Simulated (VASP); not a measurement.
Input of a VASP 6.6.1 run:

Contents of INCAR:

```
SYSTEM = C
PREC = Accurate
ENCUT = 520
EDIFF = 1E-7
ISMEAR = 0
SIGMA = 0.05
LREAL = Auto
LASPH = .True.
NELM = 100
ALGO = Normal
ISIF = 2
LWAVE = .False.
LCHARG = .False.
GGA = PE
NBANDS = 43
```

The input KPOINTS:

```
Automatic mesh
0
Gamma
  6 6 6
  0 0 0
```

The input POSCAR:

```
C
1.0
    3.5715485858      0.0000000000     -3.5715485858
    0.0000000000      3.5715485858     -3.5715485858
    3.5715485858      3.5715485858      0.0000000000
C
15
Direct
    0.2500000000      0.2500000000      0.2500000000
    0.2500000000      0.7500000000      0.7500000000
    0.2500000000      0.7500000000      0.2500000000
    0.7500000000      0.2500000000      0.7500000000
    0.7500000000      0.2500000000      0.2500000000
    0.7500000000      0.7500000000      0.7500000000
    0.7500000000      0.7500000000      0.2500000000
    0.1250000000      0.1250000000      0.1250000000
    0.1250000000      0.1250000000      0.6250000000
    0.1250000000      0.6250000000      0.1250000000
    0.1006180119      0.5781250000      0.6606284940
    0.6250000000      0.1250000000      0.1250000000
    0.6250000000      0.1250000000      0.6250000000
    0.6250000000      0.6250000000      0.1250000000
    0.6250000000      0.6250000000      0.6250000000
```

Potentials or basis: VASP PAW PBE potentials, release 64 (C).

Command:

```bash
$ cat potpaw_PBE.64/C/POTCAR > POTCAR
$ mpirun -np 1 vasp_std > vasp.out
```

(1) What does it give for the largest force?

(2) Predict the band gap on the k mesh.

Results:

(1) 6.670 eV/Å.

(2) zero (bands 30 and 31 overlap by 1.89 eV).

Caveat: the cell differs from its parent crystal (atoms taken out, atom 11 moved 0.125 of the way to it and +0.175 Å across, host rigid).
